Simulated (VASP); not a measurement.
## GaN: single point with PBE

The system is GaN.

```xyz
8
Lattice="-3.2184 0.0000 0.0000 0.0000 0.0000 -5.2430 0.0000 -5.5745 0.0000" Properties=species:S:1:pos:R:3 pbc="T T T"
Ga   -1.6092   -0.9291   -0.0046
Ga    0.0000   -3.7163   -0.0046
Ga    0.0000   -1.8582   -2.6261
Ga   -1.6092   -4.6454   -2.6261
N    -1.6092   -0.9291   -3.2723
N     0.0000   -3.7163   -3.2723
N     0.0000   -1.8582   -0.6508
N    -1.6092   -4.6454   -0.6508
```

| Item | Value |
| --- | --- |
| Program | VASP 6.6.1 |
| Task | single point |
| Functional | PBE |
| Potentials or basis | VASP PAW PBE potentials, release 64 (Ga_d, N) |
| Cutoff | 520 eV |
| k mesh | 8 × 6 × 6 |
| Occupations | gaussian, width 0.05 eV |
| Spin | no spin polarisation |

The pressure is 0.1 GPa and the band gap on the k mesh is 1.72 eV.

Levels at points of the mesh, in eV from the valence-band top:
| k point | band 32 | band 33 | band 34 | band 35 | band 36 | band 37 | band 38 | band 39 | band 40 | band 41 |
| --- | --- | --- | --- | --- | --- | --- | --- | --- | --- | --- |
| (0.00, 0.00, 0.00) | -1.00 | -0.96 | -0.04 | 0.00 | 0.00 | 1.72 | 4.07 | 4.98 | 5.37 | 5.98 |
| (0.50, 0.00, 0.00) | -3.86 | -2.02 | -2.02 | -1.84 | -1.84 | 5.75 | 5.75 | 6.41 | 6.41 | 7.63 |
| (0.00, 0.50, 0.00) | -1.83 | -0.51 | -0.51 | -0.51 | -0.51 | 4.06 | 4.06 | 4.31 | 4.31 | 7.58 |
| (0.50, 0.50, 0.00) | -3.26 | -1.58 | -1.58 | -1.58 | -1.58 | 5.72 | 5.72 | 5.72 | 5.72 | 7.81 |
| (0.00, 0.00, 0.50) | -1.91 | -0.68 | -0.68 | -0.48 | -0.48 | 4.11 | 4.11 | 5.76 | 5.76 | 7.26 |
| (0.50, 0.00, 0.50) | -2.64 | -2.11 | -2.11 | -0.96 | -0.96 | 4.98 | 4.98 | 5.37 | 5.37 | 5.98 |
| (0.00, 0.50, 0.50) | -2.00 | -1.24 | -1.24 | -1.24 | -1.24 | 5.10 | 5.10 | 5.10 | 5.10 | 7.46 |
| (0.50, 0.50, 0.50) | -1.87 | -1.83 | -1.83 | -1.83 | -1.83 | 4.31 | 4.31 | 4.31 | 4.31 | 7.58 |

It took 2.2 min on 1 thread of Intel(R) Xeon(R) 6975P-C (Granite Rapids), with other jobs on the host, peak memory 0.36 GiB.
